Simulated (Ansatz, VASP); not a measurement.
# One calculation of Rh, two programs

POSCAR

```
Rh
1.0
    0.0000000000      1.9015500000      1.8445035000
    1.9015500000      0.0000000000      1.8445035000
    1.9015500000      1.9015500000      0.0000000000
Rh
1
Direct
    0.0000000000      0.0000000000      0.0000000000
```

INCAR.step1

```
SYSTEM = Rh
PREC     = Accurate       ! precision mode
ENCUT    = 520            ! plane-wave cutoff, eV
ISMEAR   = 0              ! smearing method
SIGMA    = 0.15           ! smearing width, eV
LREAL    = .FALSE.        ! projectors in reciprocal space
LASPH    = .TRUE.         ! aspherical terms in the spheres
NELM     = 80             ! most SCF steps
NBANDS   = 14             ! bands
GGA      = PE             ! functional
ALGO     = Normal         ! electronic algorithm
EDIFF    = 1E-4           ! SCF threshold, eV
LWAVE    = .TRUE.         ! write WAVECAR
LCHARG   = .FALSE.        ! write CHGCAR
```

The input INCAR.step2:

```
SYSTEM = Rh
PREC     = Accurate       ! precision mode
ENCUT    = 520            ! plane-wave cutoff, eV
EDIFF    = 1E-7           ! SCF threshold, eV
ISMEAR   = 0              ! smearing method
SIGMA    = 0.15           ! smearing width, eV
LREAL    = .FALSE.        ! projectors in reciprocal space
LASPH    = .TRUE.         ! aspherical terms in the spheres
NELM     = 80             ! most SCF steps
ALGO     = Normal         ! electronic algorithm
ISIF     = 2              ! what is computed and relaxed
LWAVE    = .FALSE.        ! write WAVECAR
LCHARG   = .TRUE.         ! write CHGCAR
METAGGA  = R2SCAN         ! meta-GGA
LMIXTAU  = .TRUE.       
LELF     = .TRUE.         ! ELF
LVHAR    = .TRUE.       
NBANDS   = 14             ! bands
ISTART   = 1
```

File KPOINTS:

```
Automatic mesh
0
G
  8 8 8
  0 0 0
```

Input for Ansatz:

```yaml
crystal:
  lattice:
    - [0.0, 1.90155, 1.8445035]
    - [1.90155, 0.0, 1.8445035]
    - [1.90155, 1.90155, 0.0]
  atoms:
    - { symbol: Rh, position: [0.0, 0.0, 0.0] }
basis:
  ecutwfc: 500
kpoints:
  mp_grid: { grid: [8, 8, 8] }
hamiltonian:
  xc: r2scan
scf:
  occupations: { method: gaussian, width: 0.15 }
output:
  forces: true
  stress: true
  eigenvalues: true
```

Change from the starting cell: strain +0.000 along x and y, -0.030 along z, atoms carried along.

Alike in both runs: task single point; functional r2SCAN; k mesh 8 × 8 × 8; occupations gaussian, width 0.15 eV; no spin polarisation.

|  | VASP | Ansatz |
| --- | --- | --- |
| version | VASP 6.6.1 | Ansatz 0.2.0 |
| potentials or method | VASP PAW PBE potentials, release 64 (Rh_pv), cutoff 520 eV | scalar-relativistic, plane waves, PAW |
| valence electrons in the cell | 15 | 17 |

|  | VASP | Ansatz | Ansatz less VASP |
| --- | --- | --- | --- |
| gap on the k mesh at the Fermi level (eV) | none | none | - |
| pressure (GPa) | 11.0 | 9.5 | -1.42 |
| traceless stress, the component that is largest in VASP (GPa) | 5.13 | 5.10 | -0.029 |

VASP's potentials were made for PBE, not for r2SCAN. A gap of «none» marks a metal or a gap that the smearing closes. The functional is the same, so the differences come from potentials, cutoffs and numerics. VASP's potentials hold 15 valence electrons a cell and Ansatz's 17, so a difference there can come from the potentials and not from the codes.

The k mesh is coarse, so the values compare programs but aren't converged.
